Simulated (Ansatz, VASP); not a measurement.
Two plane-wave programs on Ir

Contents of INCAR:

```
SYSTEM = Ir
ALGO = Fast ; EDIFF = 1E-7
ENCUT = 520 ; GGA = PE
ISIF = 2 ; ISMEAR = 0
LASPH = .TRUE. ; LCHARG = .FALSE.
LREAL = .FALSE. ; LWAVE = .FALSE.
NBANDS = 16 ; NELM = 100
PREC = Accurate ; SIGMA = 0.15
```

KPOINTS

```
k-points
0
G
  18 18 12
  0 0 0
```

POSCAR

```
Ir
1.0
    2.8614330104      0.0000000000      0.0000000000
   -1.4307165052      2.4780736782      0.0000000000
    0.0000000000      0.0000000000      4.8192732000
Ir
2
Direct
    0.6666666667      0.3333333333      0.7500000000
    0.3333333333      0.6666666667      0.2500000000
```

Input for Ansatz:

```yaml
crystal:
  lattice:
    - [2.8614330104, 0.0, 0.0]
    - [-1.4307165052, 2.4780736782, 0.0]
    - [0.0, 0.0, 4.8192732]
  atoms:
    - { symbol: Ir, position: [0.6666666667, 0.3333333333, 0.75] }
    - { symbol: Ir, position: [0.3333333333, 0.6666666667, 0.25] }
basis:
  ecutwfc: 420
kpoints:
  mp_grid: { grid: [18, 18, 12] }
hamiltonian:
  xc: pbe
scf:
  occupations: { method: gaussian, width: 0.15 }
output:
  forces: true
  stress: true
  eigenvalues: true
```

Change from the starting cell: strain +0.040 along x and y, +0.080 along z, atoms carried along.

Alike in both runs: task single point; functional PBE; k mesh 18 × 18 × 12; occupations gaussian, width 0.15 eV; no spin polarisation.

```csv
,VASP,Ansatz
version,VASP 6.6.1,Ansatz 0.2.0
potentials or method,"VASP PAW PBE potentials, release 64 (Ir), cutoff 520 eV","scalar-relativistic, plane waves, PAW"
valence electrons in the cell,18,34
```

```tsv
	VASP	Ansatz	Ansatz less VASP
gap on the k mesh at the Fermi level (eV)	none	none	-
pressure (GPa)	-35.7	-36.0	-0.23
traceless stress, the component that is largest in VASP (GPa)	-4.15	-4.18	-0.034
```

A gap of «none» marks a metal or a gap that the smearing closes. Both programs put the cell under strong tension, so it lies far from rest at this level. VASP's potentials hold 18 valence electrons a cell and Ansatz's 34, so a difference there can come from the potentials and not from the codes.

Neither program's run includes spin-orbit coupling. Noted on VASP's run: the cell as given lies far from equilibrium.
